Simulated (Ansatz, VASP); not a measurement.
Two plane-wave programs on Ti3S2

```
CELL_PARAMETERS angstrom
1.75566 1.01363 8.13836
-1.75566 1.01363 8.13836
0.00000 -2.02726 8.13836
ATOMIC_POSITIONS crystal
Ti 0.00000 0.00000 0.00000
Ti 0.20950 0.20950 0.20950
Ti 0.79050 0.79050 0.79050
S 0.40000 0.40000 0.40000
S 0.60000 0.60000 0.60000
```

Alike in both runs: task relaxation of cell and atoms; functional PBE; k mesh 6 × 6 × 6; occupations gaussian, width 0.1 eV; no spin polarisation.

|  | VASP | Ansatz |
| --- | --- | --- |
| version | VASP 6.6.1 | Ansatz 0.2.0 |
| potentials or method | VASP PAW PBE potentials, release 64 (Ti_sv, S), cutoff 600 eV | scalar-relativistic, plane waves, PAW |
| valence electrons in the cell | 48 | 48 |

```csv
,VASP,Ansatz,Ansatz less VASP
"gap on the k mesh at the Fermi level, each at its own relaxed structure (eV)",none,none,-
relaxed volume (Å³/atom),15.95,15.95,-0.004
relaxed cell length with the largest relative difference (Å),8.199,8.184,-0.0144
```

A gap of «none» marks a metal or a gap that the smearing closes.
